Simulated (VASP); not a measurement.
A run of VASP 6.6.1:

INCAR

```
PREC     = Accurate       # precision mode
ENCUT    = 520            # plane-wave cutoff, eV
EDIFF    = 1E-8           # SCF threshold, eV
ISMEAR   = -1             # smearing method
SIGMA    = 0.03           # smearing width, eV
LREAL    = False          # projectors in reciprocal space
LASPH    = True           # aspherical terms in the spheres
NELM     = 80             # most SCF steps
ALGO     = Normal         # electronic algorithm
ISIF     = 2              # what is computed and relaxed
LWAVE    = False          # write WAVECAR
LCHARG   = False          # write CHGCAR
GGA      = PS             # functional
LEFG     = True         
NBANDS   = 22             # bands
```

Contents of KPOINTS:

```
Automatic mesh
0
Gamma
  9 9 3
```

Contents of POSCAR:

```
Bi
1.0
    4.5238195833      0.0000000000      0.0000000000
   -2.2619097917      3.9177426814      0.0000000000
    0.0000000000      0.0000000000     11.7894378316
Bi
2
Direct
    0.3333333333      0.6666666667      0.2500000000
    0.6666666667      0.3333333333      0.7500000000
```

Potentials or basis: VASP PAW PBE potentials, release 64 (Bi_d).

Command:

```bash
$ cat potpaw_PBE.64/Bi_d/POTCAR > POTCAR
$ mpirun -np 1 vasp_std > vasp.out
```

Hardware: 1 thread of Intel(R) Xeon(R) 6975P-C (Granite Rapids), on a shared host.

Estimate the wall time of this run.

It took 44 s on 1 thread of Intel(R) Xeon(R) 6975P-C (Granite Rapids) (shared host), peak memory 0.35 GiB. Counts: scf iterations 16, k points 24.
